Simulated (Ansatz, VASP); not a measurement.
## One calculation of B5Pt, two programs

```
CELL_PARAMETERS angstrom
5.13625 0.00000 0.00000
-2.56813 4.44813 0.00000
0.00000 0.00000 2.34537
ATOMIC_POSITIONS crystal
B 0.66667 0.33333 0.50000
B 0.37549 0.00000 0.00000
B 0.62451 0.62451 0.00000
B 0.00000 0.37549 0.00000
B 0.33333 0.66667 0.50000
Pt 0.00000 0.00000 0.50000
```

Change from the starting cell: species swapped into the Mg5Cu type (P-62m, No. 189).

Alike in both runs: task relaxation of cell and atoms; functional PBE; k mesh 12 × 12 × 16; occupations gaussian, width 0.1 eV; no spin polarisation.

```csv
,VASP,Ansatz
version,VASP 6.6.1,Ansatz 0.2.0
potentials or method,"VASP PAW PBE potentials, release 64 (B, Pt), cutoff 600 eV","scalar-relativistic, plane waves, PAW"
valence electrons in the cell,25,33
```

VASP gave:

* gap on the k mesh at the Fermi level, each at its own relaxed structure (eV): none
* relaxed volume (Å³/atom): 8.95
* relaxed cell length with the largest relative difference (Å): 2.341

Estimate Ansatz's values.

gap on the k mesh at the Fermi level, each at its own relaxed structure (eV): none; relaxed volume (Å³/atom): 8.95; relaxed cell length with the largest relative difference (Å): 2.347.

A gap of «none» marks a metal or a gap that the smearing closes. VASP's potentials hold 25 valence electrons a cell and Ansatz's 33, so a difference there can come from the potentials and not from the codes.

Neither program's run includes spin-orbit coupling.
